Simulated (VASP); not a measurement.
GaN: G0W0 quasiparticle levels with PBE

The system is GaN.

```
Ga N
1.0
     3.18315    0.00000    0.00000
    -1.59157    2.75669    0.00000
     0.00000    0.00000    5.18363
Ga N
2 2
Direct
  0.33333 0.66667 0.99911
  0.66667 0.33333 0.49911
  0.33333 0.66667 0.37589
  0.66667 0.33333 0.87589
```

```yaml
Program: VASP 6.6.1
Task: G0W0 quasiparticle levels
Functional: PBE
Potentials_or_basis: VASP PAW PBE potentials, release 64 (Ga_d_GW, N_GW)
Cutoff: 500 eV
k_mesh: 6 × 6 × 4
Occupations: gaussian, width 0.01 eV
Spin: no spin polarisation
Dipole_correction: no
GW_scheme: G0W0
GW_iterations: 1
Cutoff_of_the_response_function: 80
Frequency_points: 96
Empty_bands: 73
Further_INCAR_settings: ALGO = EVGW0; EDIFF = 1e-08; NBANDS = 91
```

| Item | Value |
| --- | --- |
| Quasiparticle gap | 3.03 eV |
| Least direct quasiparticle gap | 3.03 eV |
| Band gap of the starting levels on the mesh | 1.94 eV |
| Least direct gap of the starting levels on the mesh | 1.94 eV |

Wall time 17 min on 1 thread of AMD EPYC 9R45 96-Core Processor (Zen 5), on a shared host, peak memory 0.72 GiB.

Caveat: the k points lie up to 0.38 Å⁻¹ apart; bands, screening cutoff and mesh are small and nothing is extrapolated, so the quasiparticle values aren't converged.
